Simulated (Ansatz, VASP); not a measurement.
# Two plane-wave programs on Te2Mo

```
Te Mo
1.0
     3.53708    0.00000    0.00000
    -1.76854    3.06320    0.00000
     0.00000    0.00000    7.82688
Te Mo
2 1
Direct
  0.33333 0.66667 0.77052
  0.33333 0.66667 0.22948
  0.00000 0.00000 0.00000
```

Alike in both runs: task single point; functional LDA; k mesh 12 × 12 × 4; no spin polarisation.

|  | VASP | Ansatz |
| --- | --- | --- |
| version | VASP 6.6.1 | Ansatz 0.2.0 |
| potentials or method | VASP PAW LDA potentials, release 64 (Te, Mo_sv) | plane waves, PAW |
| plane-wave cutoff (eV) | 520 | 420 |
| occupations | gaussian, width 0.01 eV | fixed |
| valence electrons in the cell | 26 | 46 |

```csv
,VASP,Ansatz,Ansatz less VASP
gap on the k mesh at the Fermi level (eV),1.05,1.05,-0.002
pressure (GPa),-3.1,-3.3,-0.24
"traceless stress, the component that is largest in VASP (GPa)",0.78,0.67,-0.112
rms of the force components (eV/Å),0.145,0.170,+0.0242
```

LDA's correlation is that of Perdew and Zunger in VASP and of Perdew and Wang (1992) in Ansatz. Atom by atom the forces differ by 0.024 eV/Å (rms over components). VASP's potentials hold 26 valence electrons a cell and Ansatz's 46, so a difference there can come from the potentials and not from the codes.

Neither program's run includes spin-orbit coupling.
